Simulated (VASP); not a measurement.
# BAs (F-43m) in VASP: single point with PBE

Aim: the single point of BAs with PBE.

All numbers are computed with VASP 6.6.1; they aren't measurements. Logs are shortened: lines on timing, memory, paths and dates and some standing lists are left out, and cuts for length are marked.

### Step 1. The cell of the first run

The structure is cubic, space group F-43m (No. 216). The conventional cell has a = 4.777 Å, b = 4.777 Å, c = 4.777 Å, α = 90.00°, β = 90.00°, γ = 90.00°. Within 2.7 Å of B (site symmetry -43m) lie 4 As at 2.07 Å. Within 2.7 Å of As (site symmetry -43m) lie 4 B at 2.07 Å.

### Step 2. Single point, PBE

INCAR

```
SYSTEM = BAs
PREC = Accurate
ENCUT = 500
EDIFF = 1E-6
ISMEAR = -1
SIGMA = 0.01
LREAL = .False.
LASPH = .True.
NELM = 120
ALGO = Normal
ISIF = 2
LWAVE = .False.
LCHARG = .True.
GGA = PE
LELF = .True.
LVHAR = .True.
NBANDS = 11
GGA_COMPAT = .False.
```

KPOINTS

```
Automatic mesh
0
Gamma
  2 2 2
  0 0 0
```

POSCAR

```
BAs
1.0
    0.0000000000      2.3885000000      2.3885000000
    2.3885000000      0.0000000000      2.3885000000
    2.3885000000      2.3885000000      0.0000000000
B As
1 1
Direct
    0.0000000000      0.0000000000      0.0000000000
    0.7500000000      0.7500000000      0.7500000000
```

Potentials or basis: VASP PAW PBE potentials, release 64 (B, As).

The run is started by

```bash
cat potpaw_PBE.64/B/POTCAR potpaw_PBE.64/As/POTCAR > POTCAR
mpirun -np 1 vasp_std > vasp.out
```

OUTCAR:

```text
SYSTEM = BAs
   PREC = Accurate
   ENCUT = 500
   EDIFF = 1E-6
   ISMEAR = -1
   LREAL = .False.
   LASPH = .True.
   NELM = 120
   ISIF = 2
   GGA = PE

 ion  position               nearest neighbor table
   1  0.000  0.000  0.000-   2 2.07   2 2.07   2 2.07   2 2.07
   2  0.750  0.750  0.750-   1 2.07   1 2.07   1 2.07   1 2.07

  LATTYP: Found a face centered cubic cell.
 ALAT       =     4.7770000000

  Lattice vectors:

 A1 = (   0.0000000000,   2.3885000000,   2.3885000000)
 A2 = (   2.3885000000,   0.0000000000,   2.3885000000)
 A3 = (   2.3885000000,   2.3885000000,   0.0000000000)

Analysis of symmetry for initial positions (statically):
=====================================================================
 Subroutine PRICEL returns:
 Original cell was already a primitive cell.

 Routine SETGRP: Setting up the symmetry group for a
 face centered cubic supercell.

 Subroutine GETGRP returns: Found 24 space group operations
 (whereof 24 operations were pure point group operations)
 out of a pool of 48 trial point group operations.

The static configuration has the point symmetry T_d .

Analysis of symmetry for dynamics (positions and initial velocities):
=====================================================================
 Subroutine PRICEL returns:
 Original cell was already a primitive cell.

 Routine SETGRP: Setting up the symmetry group for a
 face centered cubic supercell.

 Subroutine GETGRP returns: Found 24 space group operations
 (whereof 24 operations were pure point group operations)
 out of a pool of 48 trial point group operations.

The dynamic configuration has the point symmetry T_d .

 Subroutine INISYM returns: Found 24 space group operations
 (whereof 24 operations are pure point group operations),
 and found     1 'primitive' translations

----------------------------------------------------------------------------------------

                                     Primitive cell

  volume of cell :      27.2525

  direct lattice vectors                    reciprocal lattice vectors
     0.000000000  2.388500000  2.388500000    -0.209336404  0.209336404  0.209336404
     2.388500000  0.000000000  2.388500000     0.209336404 -0.209336404  0.209336404
     2.388500000  2.388500000  0.000000000     0.209336404  0.209336404 -0.209336404

  length of vectors
     3.377849094  3.377849094  3.377849094     0.362581287  0.362581287  0.362581287

  position of ions in fractional coordinates (direct lattice)
     0.000000000  0.000000000  0.000000000
     0.750000000  0.750000000  0.750000000

  ion indices of the primitive-cell ions
   primitive index   ion index
                 1           1
                 2           2

----------------------------------------------------------------------------------------

 KPOINTS: Automatic mesh

Automatic generation of k-mesh.
 Grid dimensions read from file:
 generate k-points for:    2    2    2

 Generating k-lattice:

  Cartesian coordinates                     Fractional coordinates (reciprocal lattice)
    -0.104668202  0.104668202  0.104668202     0.500000000  0.000000000  0.000000000
     0.104668202 -0.104668202  0.104668202     0.000000000  0.500000000  0.000000000
     0.104668202  0.104668202 -0.104668202     0.000000000  0.000000000  0.500000000

  Length of vectors
     0.181290643  0.181290643  0.181290643

  Shift w.r.t. Gamma in fractional coordinates (k-lattice)
     0.000000000  0.000000000  0.000000000

 Subroutine IBZKPT returns following result:
 ===========================================

 Found      3 irreducible k-points:

 Following reciprocal coordinates:
            Coordinates               Weight
  0.000000  0.000000  0.000000      1.000000
  0.500000  0.000000  0.000000      4.000000
  0.500000  0.500000  0.000000      3.000000
   k-points           NKPTS =      3   k-points in BZ     NKDIM =      3   number of bands    NBANDS=     11
   number of dos      NEDOS =    301   number of ions     NIONS =      2
   total plane-waves  NPLWV =  21952
   dimension x,y,z NGX =    28 NGY =   28 NGZ =   28
   dimension x,y,z NGXF=    56 NGYF=   56 NGZF=   56
   ions per type =               1   1
   NGX,Y,Z   is equivalent  to a cutoff of  13.78, 13.78, 13.78 a.u.
   NGXF,Y,Z  is equivalent  to a cutoff of  27.56, 27.56, 27.56 a.u.
 SYSTEM =  BAs
   PREC   = accura    normal or accurate (medium, high low for compatibility)
   ISTART =      0    job   : 0-new  1-cont  2-samecut
   ICHARG =      2    charge: 1-file 2-atom 10-const
   ISPIN  =      1    spin polarized calculation?
   LNONCOLLINEAR =      F non collinear calculations
   LSORBIT =      F    spin-orbit coupling
   LASPH  =      T    aspherical Exc in radial PAW
   ENCUT  =  500.0 eV  36.75 Ry    6.06 a.u.   6.16  6.16  6.16*2*pi/ulx,y,z
   NELM   =    120;   NELMIN=  2; NELMDL= -5     # of ELM steps
   EDIFF  = 0.1E-05   stopping-criterion for ELM
   LREAL  =      F    real-space projection
   EDIFFG = 0.1E-04   stopping-criterion for IOM
   NSW    =      0    number of steps for IOM
   IBRION =     -1    ionic relax: 0-MD 1-quasi-New 2-CG
   NFREE  =      0    steps in history (QN), initial steepest desc. (CG)
   ISIF   =      2    stress and relaxation
   ISYM   =      2    0-nonsym 1-usesym 2-fastsym
   POTIM  = 0.5000    time-step for ionic-motion
   TEBEG  =    0.0;   TEEND  =   0.0 temperature during run
   PSTRESS=    0.0 pullay stress
   NELECT =       8.0000    total number of electrons
   NUPDOWN=      -1.0000    fix difference up-down
   EMIN   =  10.00;   EMAX   =-10.00  energy-range for DOS
   EFERMI =   0.00;   METHOD = LEGACY
   ISMEAR =    -1;   SIGMA  =   0.01  broadening in eV -4-tet -1-fermi 0-gaus
   EFERMI_NEDOS =   21; number of points for ismear=-14 and -15
   IALGO  =     38    algorithm
   IMIX   =      4    mixing-type and parameters
     AMIX     =   0.40;   BMIX     =  1.00
     AMIX_MAG =   1.60;   BMIX_MAG =  1.00
  volume/ion in A,a.u.               =      13.63        91.95
  Fermi-wavevector in a.u.,A,eV,Ry     =   1.088018  2.056057 16.106360  1.183784
  Thomas-Fermi vector in A             =   2.224191
   LORBIT       =      0    0 simple, 1 ext, 2 COOP (PROOUT), +10 PAW based schemes
   GGA     = PE    functional components
   LHFCALC =     F    Hartree Fock is set to
   AEXX    =    0.0000 exact exchange contribution
   IVDW    =     0    specifies the selected vdW correction
   LEPSILON=     F    determine dielectric tensor
   LRPA    =     F    only Hartree local field effects (RPA)
 non-spin polarized calculation
  energy-cutoff  :      500.00
  volume of cell :       27.25
 maximum number of plane-waves:       701
 NGX is ok and might be reduce to    28
   NGX = 13   NGY = 13   NGZ = 13

 number of electron       8.0000000 magnetization

 Free energy of the ion-electron system (eV)
  ---------------------------------------------------
  ext. energy  EPLUGINS =         0.00000000
  ---------------------------------------------------
  free energy    TOTEN  =        -8.50890597 eV

  energy without entropy =       -8.50890597  energy(sigma->0) =       -8.50890597

 E-fermi :   6.7241     XC(G=0): -10.4072

 val. band max:        6.4605835008   @ k =   0.0000   0.0000   0.0000
 cond. band min:       7.7423011623   @ k =   0.5000   0.5000   0.0000
 fundamental gap:      1.2817176614
 Fermi energy:         6.7241166013

 k-point     1 :       0.0000    0.0000    0.0000
  band No.  band energies     occupation
      1      -9.0454      2.00000
      2       6.4606      2.00000
      3       6.4606      2.00000
      4       6.4606      2.00000
      5       9.6010      0.00000
      6       9.6010      0.00000
      7       9.6010      0.00000
      8      11.1754      0.00000
      9      15.9754      0.00000
     10      19.2012      0.00000
     11      19.2012      0.00000

 k-point     2 :       0.5000    0.0000    0.0000
  band No.  band energies     occupation
      1      -6.1584      2.00000
      2      -2.4275      2.00000
      3       4.5986      2.00000
      4       4.5986      2.00000
      5       9.1113      0.00000
      6      11.0915      0.00000
      7      11.0915      0.00000
      8      15.2352      0.00000
      9      19.2021      0.00000
     10      20.8982      0.00000
     11      20.8982      0.00000

 k-point     3 :       0.5000    0.5000    0.0000
  band No.  band energies     occupation
      1      -4.8433      2.00000
      2      -2.1291      2.00000
      3       2.2970      2.00000
      4       2.2970      2.00000
      5       7.7423      0.00000
      6       7.7809      0.00000
      7      17.8174      0.00000
      8      17.8174      0.00000
      9      19.4050      0.00000
     10      23.6866      0.00000
     11      24.1681      0.00000

------------------------ aborting loop because EDIFF is reached ----------------------------------------

  FORCE on cell =-STRESS in cart. coord.  units (eV):
  Direction    XX          YY          ZZ          XY          YZ          ZX
  --------------------------------------------------------------------------------------
  -------------------------------------------------------------------------------------
  Total        2.6268711      2.6268711      2.6268711      0.0000000      0.0000000      0.0000000
  in kB      154.4342478    154.4342478    154.4342478      0.0000000      0.0000000      0.0000000
  external PRESSURE =     154.4342478 kB  Pullay stress =       0.0000000 kB

 VOLUME and BASIS-vectors are now :
 -----------------------------------------------------------------------------
  energy-cutoff  :      500.00
  volume of cell :       27.25
      direct lattice vectors                 reciprocal lattice vectors
     0.000000000  2.388500000  2.388500000    -0.209336404  0.209336404  0.209336404
     2.388500000  0.000000000  2.388500000     0.209336404 -0.209336404  0.209336404
     2.388500000  2.388500000  0.000000000     0.209336404  0.209336404 -0.209336404

 POSITION                                       TOTAL-FORCE (eV/Angst)
 -----------------------------------------------------------------------------------
      0.00000      0.00000      0.00000        -0.000000     -0.000000     -0.000000
      3.58275      3.58275      3.58275         0.000000      0.000000      0.000000
 -----------------------------------------------------------------------------------
    total drift:                                0.000000      0.000000      0.000000

  FREE ENERGIE OF THE ION-ELECTRON SYSTEM (eV)
  ---------------------------------------------------
  free  energy   TOTEN  =        -8.5089059664 eV

  energy  without entropy=       -8.5089059664  energy(sigma->0) =       -8.50890597
```

It took 6.2 s on 1 thread of Intel Xeon 8259CL, shared host; peak memory 0.15 GiB.

What came out:

```yaml
Free_energy: -8.5089 eV
Pressure: 15.4 GPa
Band_gap_on_the_k_mesh: 1.28 eV (least direct gap 3.14 eV)
```

Levels at points of the mesh, in eV from the valence-band top:
```tsv
k point	band 1	band 2	band 3	band 4	band 5	band 6	band 7	band 8	band 9
(0.00, 0.00, 0.00)	-15.51	0.00	0.00	0.00	3.14	3.14	3.14	4.71	9.51
(0.50, 0.00, 0.00)	-12.62	-8.89	-1.86	-1.86	2.65	4.63	4.63	8.77	12.74
(0.50, 0.50, 0.00)	-11.30	-8.59	-4.16	-4.16	1.28	1.32	11.36	11.36	12.94
```

Caveat: the k points lie up to 1.14 Å⁻¹ apart, too coarse for converged energies, forces and pressures.
